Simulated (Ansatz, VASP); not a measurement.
Two plane-wave programs on PbS

INCAR

```
SYSTEM = PbS
ALGO = Normal ; EDIFF = 1E-6
ENCUT = 500 ; GGA = PE
GGA_COMPAT = .FALSE. ; ISIF = 2
ISMEAR = 0 ; LASPH = .TRUE.
LCHARG = .TRUE. ; LELF = .TRUE.
LREAL = .FALSE. ; LVHAR = .TRUE.
LWAVE = .FALSE. ; NBANDS = 17
NELM = 120 ; PREC = Accurate
SIGMA = 0.03
```

File KPOINTS:

```
k-points
0
G
  12 12 12
  0 0 0
```

File POSCAR:

```
PbS
1.0
    0.0000000000      2.8114921280      2.8114921280
    2.8114921280      0.0000000000      2.8114921280
    2.8114921280      2.8114921280      0.0000000000
Pb S
1 1
Direct
    0.0000000000      0.0000000000      0.0000000000
    0.5000000000      0.5000000000      0.5000000000
```

Input for Ansatz:

```yaml
crystal:
  lattice:
    - [0.0, 2.811492128, 2.811492128]
    - [2.811492128, 0.0, 2.811492128]
    - [2.811492128, 2.811492128, 0.0]
  atoms:
    - { symbol: Pb, position: [0.0, 0.0, 0.0] }
    - { symbol: S, position: [0.5, 0.5, 0.5] }
scf:
  occupations: { method: gaussian, width: 0.03 }
output:
  forces: true
  stress: true
  eigenvalues: true
  write_density: true
  write_potential: true
  elf: true
  volumetric_format: npy
hamiltonian:
  xc: pbe
basis:
  ecutwfc: 450
kpoints:
  mp_grid: { grid: [12, 12, 12] }
```

Alike in both runs: task single point; functional PBE; k mesh 12 × 12 × 12; occupations gaussian, width 0.03 eV; no spin polarisation.

|  | VASP | Ansatz |
| --- | --- | --- |
| version | VASP 6.6.1 | Ansatz 0.2.0 |
| potentials or method | VASP PAW PBE potentials, release 64 (Pb_d, S), cutoff 500 eV | scalar-relativistic, plane waves, PAW |
| valence electrons in the cell | 20 | 20 |

```tsv
	VASP	Ansatz	Ansatz less VASP
gap on the k mesh at the Fermi level (eV)	0.38	0.39	+0.010
least direct gap on the mesh (eV)	0.38	0.39	+0.010
pressure (GPa)	15.9	16.0	+0.09
```

Spin-orbit coupling is off throughout.
